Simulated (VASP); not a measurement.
# MgI2 (P-3m1) in VASP: further runs

MgI2 is run at these levels: PBE+D3(BJ); tasks: single point.

All numbers are computed with VASP 6.6.1; they aren't measurements. Logs are shortened: lines on timing, memory, paths and dates and some standing lists are left out, and cuts for length are marked.

### 1 The cell of the first run

It takes space group P-3m1 (No. 164, trigonal). Conventional cell: a = 3.988 Å, b = 3.988 Å, c = 6.862 Å, α = 90.00°, β = 90.00°, γ = 120.00°. Mg (site symmetry -3m) has 6 I at 2.84 Å within 3.7 Å. I (site symmetry 3m) has 3 Mg at 2.84 Å within 3.7 Å.

### 2 Single point, PBE+D3(BJ) (strain -0.040 along x and y, +0.000 along z)

INCAR reads:

```
SYSTEM = MgI2
ALGO     = Normal         ! electronic algorithm
EDIFF    = 1E-6           ! SCF threshold, eV
ENCUT    = 520            ! plane-wave cutoff, eV
GGA      = PE             ! functional
ISIF     = 2              ! what is computed and relaxed
ISMEAR   = 0              ! smearing method
IVDW     = 12             ! dispersion correction
LASPH    = .TRUE.         ! aspherical terms in the spheres
LCHARG   = .FALSE.        ! write CHGCAR
LREAL    = .FALSE.        ! projectors in reciprocal space
LWAVE    = .FALSE.        ! write WAVECAR
NBANDS   = 15             ! bands
NELM     = 60             ! most SCF steps
PREC     = Accurate       ! precision mode
SIGMA    = 0.05           ! smearing width, eV
```

KPOINTS reads:

```
k-points
0
G
  6 6 4
  0 0 0
```

POSCAR reads:

```
MgI2
1.0
    3.9875521165      0.0000000000      0.0000000000
   -1.9937760583      3.4533214318      0.0000000000
    0.0000000000      0.0000000000      6.8620000000
Mg I
1 2
Direct
    0.0000000000      0.0000000000      0.0000000000
    0.3333333333      0.6666666667      0.7576300000
    0.6666666667      0.3333333333      0.2423700000
```

Potentials or basis: VASP PAW PBE potentials, release 64 (Mg, I).

Launch:

```
$ cat potpaw_PBE.64/Mg/POTCAR potpaw_PBE.64/I/POTCAR > POTCAR
$ mpirun -np 1 vasp_std > vasp.out
```

OUTCAR:

```text
SYSTEM = MgI2
   EDIFF = 1E-6
   ENCUT = 520
   GGA = PE
   ISIF = 2
   ISMEAR = 0
   IVDW = 12
   LASPH = .TRUE.
   LREAL = .FALSE.
   NELM = 60
   PREC = Accurate
 IVDW          = 12

 ion  position               nearest neighbor table
   1  0.000  0.000  0.000-   2 2.84   3 2.84   3 2.84   2 2.84   3 2.84   2 2.84
   2  0.333  0.667  0.758-   1 2.84   1 2.84   1 2.84
   3  0.667  0.333  0.242-   1 2.84   1 2.84   1 2.84

  LATTYP: Found a hexagonal cell.
 ALAT       =     3.9875521165
 C/A-ratio  =     1.7208552514

  Lattice vectors:

 A1 = (   3.9875521165,   0.0000000000,   0.0000000000)
 A2 = (  -1.9937760583,   3.4533214318,   0.0000000000)
 A3 = (   0.0000000000,   0.0000000000,   6.8620000000)

Analysis of symmetry for initial positions (statically):
=====================================================================
 Subroutine PRICEL returns:
 Original cell was already a primitive cell.

 Routine SETGRP: Setting up the symmetry group for a
 hexagonal supercell.

 Subroutine GETGRP returns: Found 12 space group operations
 (whereof 12 operations were pure point group operations)
 out of a pool of 24 trial point group operations.

The static configuration has the point symmetry D_3d.

Analysis of symmetry for dynamics (positions and initial velocities):
=====================================================================
 Subroutine PRICEL returns:
 Original cell was already a primitive cell.

 Routine SETGRP: Setting up the symmetry group for a
 hexagonal supercell.

 Subroutine GETGRP returns: Found 12 space group operations
 (whereof 12 operations were pure point group operations)
 out of a pool of 24 trial point group operations.

The dynamic configuration has the point symmetry D_3d.

 Subroutine INISYM returns: Found 12 space group operations
 (whereof 12 operations are pure point group operations),
 and found     1 'primitive' translations

----------------------------------------------------------------------------------------

                                     Primitive cell

  volume of cell :      94.4918

  direct lattice vectors                    reciprocal lattice vectors
     3.987552116  0.000000000  0.000000000     0.250780421  0.144788144  0.000000000
    -1.993776058  3.453321432  0.000000000     0.000000000  0.289576288  0.000000000
     0.000000000  0.000000000  6.862000000     0.000000000  0.000000000  0.145730108

  length of vectors
     3.987552116  3.987552117  6.862000000     0.289576288  0.289576288  0.145730108

  position of ions in fractional coordinates (direct lattice)
     0.000000000  0.000000000  0.000000000
     0.333333333  0.666666667  0.757630000
     0.666666667  0.333333333  0.242370000

  ion indices of the primitive-cell ions
   primitive index   ion index
                 1           1
                 2           2
                 3           3

----------------------------------------------------------------------------------------

 KPOINTS: k-points

Automatic generation of k-mesh.
 Grid dimensions read from file:
 generate k-points for:    6    6    4

 Generating k-lattice:

  Cartesian coordinates                     Fractional coordinates (reciprocal lattice)
     0.041796737  0.024131357  0.000000000     0.166666667 -0.000000000  0.000000000
     0.000000000  0.048262715  0.000000000     0.000000000  0.166666667  0.000000000
     0.000000000  0.000000000  0.036432527     0.000000000  0.000000000  0.250000000

  Length of vectors
     0.048262715  0.048262715  0.036432527

  Shift w.r.t. Gamma in fractional coordinates (k-lattice)
     0.000000000  0.000000000  0.000000000

 Subroutine IBZKPT returns following result:
 ===========================================

 Found     24 irreducible k-points:

 Following reciprocal coordinates:
            Coordinates               Weight
  0.000000  0.000000  0.000000      1.000000
  0.166667 -0.000000  0.000000      6.000000
  0.333333 -0.000000  0.000000      6.000000
  0.500000  0.000000  0.000000      3.000000
  0.166667  0.166667  0.000000      6.000000
  0.333333  0.166667  0.000000     12.000000
[... 16 lines left out ...]
  0.333333  0.166667  0.500000     12.000000
  0.333333  0.333333  0.500000      2.000000
   k-points           NKPTS =     24   k-points in BZ     NKDIM =     24   number of bands    NBANDS=     15
   number of dos      NEDOS =    301   number of ions     NIONS =      3
   total plane-waves  NPLWV =  48600
   dimension x,y,z NGX =    30 NGY =   30 NGZ =   54
   dimension x,y,z NGXF=    60 NGYF=   60 NGZF=  108
   ions per type =               1   2
   NGX,Y,Z   is equivalent  to a cutoff of  12.51, 12.51, 13.08 a.u.
   NGXF,Y,Z  is equivalent  to a cutoff of  25.01, 25.01, 26.17 a.u.
 SYSTEM =  MgI2
   PREC   = accura    normal or accurate (medium, high low for compatibility)
   ISTART =      0    job   : 0-new  1-cont  2-samecut
   ICHARG =      2    charge: 1-file 2-atom 10-const
   ISPIN  =      1    spin polarized calculation?
   LNONCOLLINEAR =      F non collinear calculations
   LSORBIT =      F    spin-orbit coupling
   LASPH  =      T    aspherical Exc in radial PAW
   ENCUT  =  520.0 eV  38.22 Ry    6.18 a.u.   7.41  7.41 12.76*2*pi/ulx,y,z
   NELM   =     60;   NELMIN=  2; NELMDL= -5     # of ELM steps
   EDIFF  = 0.1E-05   stopping-criterion for ELM
   LREAL  =      F    real-space projection
   EDIFFG = 0.1E-04   stopping-criterion for IOM
   NSW    =      0    number of steps for IOM
   IBRION =     -1    ionic relax: 0-MD 1-quasi-New 2-CG
   NFREE  =      0    steps in history (QN), initial steepest desc. (CG)
   ISIF   =      2    stress and relaxation
   ISYM   =      2    0-nonsym 1-usesym 2-fastsym
   POTIM  = 0.5000    time-step for ionic-motion
   TEBEG  =    0.0;   TEEND  =   0.0 temperature during run
   PSTRESS=    0.0 pullay stress
   NELECT =      16.0000    total number of electrons
   NUPDOWN=      -1.0000    fix difference up-down
   EMIN   =  10.00;   EMAX   =-10.00  energy-range for DOS
   EFERMI =   0.00;   METHOD = LEGACY
   ISMEAR =     0;   SIGMA  =   0.05  broadening in eV -4-tet -1-fermi 0-gaus
   EFERMI_NEDOS =   21; number of points for ismear=-14 and -15
   IALGO  =     38    algorithm
   IMIX   =      4    mixing-type and parameters
     AMIX     =   0.40;   BMIX     =  1.00
     AMIX_MAG =   1.60;   BMIX_MAG =  1.00
  volume/ion in A,a.u.               =      31.50       212.55
  Fermi-wavevector in a.u.,A,eV,Ry     =   0.905698  1.711521 11.160710  0.820289
  Thomas-Fermi vector in A             =   2.029297
   LORBIT       =      0    0 simple, 1 ext, 2 COOP (PROOUT), +10 PAW based schemes
   GGA     = PE    functional components
   LHFCALC =     F    Hartree Fock is set to
   AEXX    =    0.0000 exact exchange contribution
   IVDW    =    12    specifies the selected vdW correction
   LEPSILON=     F    determine dielectric tensor
   LRPA    =     F    only Hartree local field effects (RPA)
 non-spin polarized calculation
 Gauss-broadening in eV      SIGMA  =   0.05
  energy-cutoff  :      520.00
  volume of cell :       94.49
 maximum number of plane-waves:      2568
 NGX is ok and might be reduce to    30
   NGX = 15   NGY = 15   NGZ = 25

 number of electron      16.0000002 magnetization

 Free energy of the ion-electron system (eV)
  ---------------------------------------------------
  ext. energy  EPLUGINS =         0.00000000
  ---------------------------------------------------
  free energy    TOTEN  =        -7.55001192 eV

  energy without entropy =       -7.55001192  energy(sigma->0) =       -7.55001192

 E-fermi :   3.3973     XC(G=0):  -8.5496

 val. band max:        3.1527351619   @ k =   0.0000   0.0000   0.0000
 cond. band min:       6.6935714839   @ k =   0.5000   0.0000   0.2500
 fundamental gap:      3.5408363220
 Fermi energy:         3.3972892521

 k-point     1 :       0.0000    0.0000    0.0000
  band No.  band energies     occupation
      1      -9.3720      2.00000
      2      -8.5712      2.00000
      3      -0.8961      2.00000
      4       2.7451      2.00000
      5       2.7451      2.00000
      6       2.9212      2.00000
      7       3.1527      2.00000
      8       3.1527      2.00000
      9       7.2409      0.00000
     10       8.0752      0.00000
     11      10.0452      0.00000
     12      10.0452      0.00000
     13      10.2417      0.00000
     14      11.3260      0.00000
     15      11.3260      0.00000

 k-point     2 :       0.1667   -0.0000    0.0000
  band No.  band energies     occupation
      1      -9.1939      2.00000
      2      -8.4654      2.00000
      3      -0.6655      2.00000
      4       1.5537      2.00000
      5       2.1066      2.00000
      6       2.3848      2.00000
      7       2.8463      2.00000
      8       3.0505      2.00000
      9       8.1354      0.00000
     10       8.6233      0.00000
     11       9.5562      0.00000
     12      10.2442      0.00000
     13      10.4624      0.00000
     14      11.1838      0.00000
     15      11.7497      0.00000

 k-point     3 :       0.3333   -0.0000    0.0000
  band No.  band energies     occupation
      1      -8.7621      2.00000
      2      -8.2655      2.00000
      3      -0.3972      2.00000
      4       0.1316      2.00000
      5       0.8121      2.00000
      6       1.8727      2.00000
      7       2.4752      2.00000
      8       2.7553      2.00000
      9       7.2879      0.00000
     10       8.6368      0.00000
     11       8.8598      0.00000
     12      10.3849      0.00000
     13      10.6934      0.00000
     14      11.8515      0.00000
     15      12.5730      0.00000
[... 343 lines left out ...]
 k-point    23 :       0.3333    0.1667    0.5000
  band No.  band energies     occupation
      1      -8.4075      2.00000
      2      -8.2696      2.00000
      3      -0.7037      2.00000
      4      -0.2577      2.00000
      5       0.9567      2.00000
      6       1.3307      2.00000
      7       2.1894      2.00000
      8       2.3435      2.00000
      9       7.5483      0.00000
     10       8.5144      0.00000
     11       9.2450      0.00000
     12      10.1020      0.00000
     13      10.2730      0.00000
     14      11.3174      0.00000
     15      12.6558      0.00000

 k-point    24 :       0.3333    0.3333    0.5000
  band No.  band energies     occupation
      1      -8.2421      2.00000
      2      -8.2421      2.00000
      3      -0.4003      2.00000
      4      -0.0126      2.00000
      5      -0.0126      2.00000
      6       0.5342      2.00000
      7       2.3578      2.00000
      8       2.3578      2.00000
      9       8.0818      0.00000
     10       8.6909      0.00000
     11       8.6909      0.00000
     12      10.2327      0.00000
     13      11.9458      0.00000
     14      11.9603      0.00000
     15      12.2171      0.00000

------------------------ aborting loop because EDIFF is reached ----------------------------------------

 Edisp (eV)   -1.01131

 E8    (eV) :    -0.4525

  FORCE on cell =-STRESS in cart. coord.  units (eV):
  Direction    XX          YY          ZZ          XY          YZ          ZX
  --------------------------------------------------------------------------------------
  -------------------------------------------------------------------------------------
  Total       1.86425     1.86425     1.11725    -0.00000     0.00000    -0.00000
  in kB      31.60966    31.60966    18.94377    -0.00000     0.00000    -0.00000
  external pressure =       27.39 kB  Pullay stress =        0.00 kB

 VOLUME and BASIS-vectors are now :
 -----------------------------------------------------------------------------
  energy-cutoff  :      520.00
  volume of cell :       94.49
      direct lattice vectors                 reciprocal lattice vectors
     3.987552116  0.000000000  0.000000000     0.250780421  0.144788144  0.000000000
    -1.993776058  3.453321432  0.000000000     0.000000000  0.289576288  0.000000000
     0.000000000  0.000000000  6.862000000     0.000000000  0.000000000  0.145730108

 POSITION                                       TOTAL-FORCE (eV/Angst)
 -----------------------------------------------------------------------------------
      0.00000      0.00000      0.00000        -0.000000      0.000000      0.000000
     -0.00000      2.30221      5.19886         0.000000      0.000000     -0.357620
      1.99378      1.15111      1.66314        -0.000000     -0.000000      0.357620
 -----------------------------------------------------------------------------------
    total drift:                                0.000000     -0.000000     -0.000000

  FREE ENERGIE OF THE ION-ELECTRON SYSTEM (eV)
  ---------------------------------------------------
  free  energy   TOTEN  =        -8.5613233096 eV

  energy  without entropy=       -8.5613233096  energy(sigma->0) =       -8.56132331
```

It took 31 s on 1 thread of Intel Xeon 6975P-C, shared host; peak memory 0.23 GiB.

Results:

| Item | Value |
| --- | --- |
| Free energy | -8.5613 eV |
| Pressure | 2.7 GPa |
| Largest force | 0.358 eV/Å |
| Band gap on the k mesh | 3.54 eV, indirect (least direct gap 4.09 eV) |
| Dispersion energy per atom | -0.337 eV |

Forces on the atoms (eV/Å):
```
Mg   0.000  0.000  0.000
I    0.000  0.000 -0.358
I    0.000  0.000  0.358
```

Stress tensor (GPa, compression positive):
```
3.16 0.00 0.00
0.00 3.16 0.00
0.00 0.00 1.89
```

Caveat: the cell differs from its parent crystal (strain -0.040 along x and y, +0.000 along z); spin-orbit coupling is left out, which moves the levels of the heavy elements.

(Part 1 of 2 ends here.)
